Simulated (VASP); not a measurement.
Set up this calculation in VASP 6.6.1, as the native input.

* Task: single point
* Functional: PBE
* Potentials or basis: VASP PAW PBE potentials, release 64 (Ba_sv, Ti_sv, O)
* Cutoff: 520 eV
* k mesh: 7 × 7 × 7
* Occupations: fermi-dirac, width 0.05 eV
* Spin: no spin polarisation
* Dipole correction: no
* Further INCAR settings: ALGO = Normal; EDIFF = 1e-06; NBANDS = 28

The structure of BaTiO3 lies in POSCAR:

```
BaTiO3
1.0
    4.0060000000      0.0000000000      0.0000000000
    0.0000000000      4.0060000000      0.0000000000
    0.0000000000      0.0000000000      4.0060000000
Ba Ti O
1 1 3
Direct
    0.4995820000      0.4932190000      0.5062780000
    0.0000700000     -0.0020440000     -0.0109340000
    0.0033810000      0.0076360000      0.4931720000
    0.0002570000      0.4939700000      0.0067890000
    0.5026220000     -0.0065370000      0.0085460000
```

This cell differs from its parent crystal: atoms moved at random.

One way to write it, as run:

INCAR

```
SYSTEM = BaTiO3
PREC = Accurate ; ENCUT = 520
EDIFF = 1E-6 ; ISMEAR = -1
SIGMA = 0.05 ; LREAL = .FALSE.
LASPH = .TRUE. ; NELM = 60
ALGO = Normal ; ISIF = 2
LWAVE = .FALSE. ; LCHARG = .FALSE.
GGA = PE ; NBANDS = 28
```

KPOINTS

```
regular mesh
0
G
  7 7 7
  0 0 0
```

Potentials or basis: VASP PAW PBE potentials, release 64 (Ba_sv, Ti_sv, O).

Run with:

```console
$ cat potpaw_PBE.64/Ba_sv/POTCAR potpaw_PBE.64/Ti_sv/POTCAR potpaw_PBE.64/O/POTCAR > POTCAR
$ mpirun -np 1 vasp_std > vasp.out
```

It gave:

* Pressure: 3.4 GPa
* Largest force: 0.743 eV/Å
* Band gap on the k mesh: 1.80 eV (least direct gap 1.90 eV)

Caveat: the cell differs from its parent crystal (atoms moved at random); the cell stands under pressure; spin-orbit coupling is left out, which moves the levels of the heavy elements.

It took 7.6 min on 1 thread of AMD EPYC 7R43 64-Core Processor (Zen 3), with other jobs on the host, peak memory 0.36 GiB.
